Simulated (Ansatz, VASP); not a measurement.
One calculation of K3TaO3, two programs

```
K Ta O
1.0
     3.89188    0.00042    0.02747
     0.00024    3.89129   -0.01090
     0.09445   -0.03789   13.40557
K Ta O
3 1 3
Direct
  0.99692 0.99953 0.53911
  0.49196 0.50306 0.22135
  0.50962 0.49680 0.83587
  0.00119 0.99984 0.02210
  0.99465 0.00228 0.15723
  0.00280 0.49921 0.98713
  0.50285 0.99927 0.98721
```

Change from the starting cell: cell x1, atoms moved at random (sigma 0.15 Å) and cell strained at random (1.5 %), then relaxed without symmetry.

Alike in both runs: functional PBE; k mesh 6 × 6 × 2; occupations gaussian, width 0.2 eV; no spin polarisation.

Ansatz relaxed the structure, and its values are those at the end. VASP's run is a single point on that final structure, the one shown.

|  | VASP | Ansatz |
| --- | --- | --- |
| version | VASP 6.6.1 | Ansatz 0.2.0 |
| potentials or method | VASP PAW PBE potentials, release 64 (K_sv, Ta_pv, O), cutoff 520 eV | scalar-relativistic, plane waves, PAW |
| valence electrons in the cell | 56 | 58 |

Ansatz gave:

* gap on the k mesh at the Fermi level (eV): none
* pressure (GPa): 0.0
* rms of the force components (eV/Å): 0.002

Question: What did VASP give for the same quantities?

Answer: gap on the k mesh at the Fermi level (eV): none; pressure (GPa): 0.2; rms of the force components (eV/Å): 0.073.

A gap of «none» marks a metal or a gap that the smearing closes. With one functional, cell and mesh, what is left measures potentials, basis and numerics. VASP's potentials hold 56 valence electrons a cell and Ansatz's 58, so a difference there can come from the potentials and not from the codes.

Neither program's run includes spin-orbit coupling.
